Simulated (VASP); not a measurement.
Runs of VASP 6.6.1 on NaF. The structure is that of space group Fm-3m (No. 225), or close to it. The cells are those of the table. 

```csv
task,level,potentials or basis,cell,k mesh,cutoff (eV),smearing,gap on the mesh (eV),pressure (GPa)
single point,PBE,"VASP PAW PBE potentials, release 64 (Na_pv, F)","a = 3.249 Å, angles 60.0°, 2 atoms",6 × 6 × 6,520,gaussian 0.01 eV,6.44,3.5
relaxation of cell and atoms,PBE,"VASP PAW PBE potentials, release 64 (Na_pv, F)","relaxed from a = 3.281 Å, angles 60.0°, 2 atoms",8 × 8 × 8,600,fermi-dirac 0.02 eV,6.10,0.0
single point,r2SCAN,"VASP PAW PBE potentials, release 64 (Na_pv, F)","a = 3.249 Å, angles 60.0°, 2 atoms",8 × 8 × 8,520,fermi-dirac 0.02 eV,7.32,(b)
single point,PBE,"VASP PAW PBE potentials, release 64 (Na_pv, F)","a = 3.249 Å, angles 60.0°, 2 atoms",10 × 10 × 10,520,fermi-dirac 0.02 eV,6.44,3.5
single point,LDA,"VASP PAW LDA potentials, release 64 (Na_pv, F)","a = 3.249 Å, angles 60.0°, 2 atoms",10 × 10 × 10,520,gaussian 0.01 eV,(a),-3.3
single point,PBEsol,"VASP PAW PBE potentials, release 64 (Na_pv, F)","a = 3.274 Å, angles 60.0°, 2 atoms",8 × 8 × 8,520,fermi-dirac 0.02 eV,6.18,-0.1
single point,PBE,"VASP PAW PBE potentials, release 64 (Na_pv, F)","a = 3.323 Å, angles 60.0°, 2 atoms",8 × 8 × 8,520,fermi-dirac 0.02 eV,6.08,-0.1
```

Alike in all rows: no spin polarisation.

Q: Estimate the missing entries.

A: (a) 6.09; (b) -0.9.

Caveats: the cell stands under pressure (at least some runs); the PAW data sets were made with another functional, which shifts forces and pressure a little (at least some runs); the cell stands under tension (at least some runs).

A k mesh can miss the band edges.
